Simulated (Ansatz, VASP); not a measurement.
Two plane-wave programs on Mg3Se4

```
Mg Se
1.0
     4.38559   -5.52369    0.00000
     4.38559    5.52369    0.00000
     0.00000    0.00000    3.26443
Mg Se
3 4
Direct
  0.50000 0.00000 0.50000
  0.00000 0.50000 0.50000
  0.00000 0.00000 0.00000
  0.24738 0.24738 0.50000
  0.75262 0.75262 0.50000
  0.75352 0.24648 0.00000
  0.24648 0.75352 0.00000
```

Change from the starting cell: species swapped into the Zr3S4 type (Cmmm, No. 65).

Alike in both runs: functional PBE; k mesh 6 × 6 × 10; occupations gaussian, width 0.1 eV; no spin polarisation.

Ansatz relaxed the structure, and its values are those at the end. VASP's run is a single point on that final structure, the one shown.

|  | VASP | Ansatz |
| --- | --- | --- |
| version | VASP 6.6.1 | Ansatz 0.2.0 |
| potentials or method | VASP PAW PBE potentials, release 64 (Mg, Se), cutoff 520 eV | scalar-relativistic, plane waves, PAW |
| valence electrons in the cell | 30 | 94 |

|  | VASP | Ansatz | Ansatz less VASP |
| --- | --- | --- | --- |
| gap on the k mesh at the Fermi level (eV) | none | none | - |
| pressure (GPa) | -0.1 | 0.0 | +0.10 |
| rms of the force components (eV/Å) | 0.004 | 0.001 | -0.0030 |

A gap of «none» marks a metal or a gap that the smearing closes. VASP's potentials hold 30 valence electrons a cell and Ansatz's 94, so a difference there can come from the potentials and not from the codes.
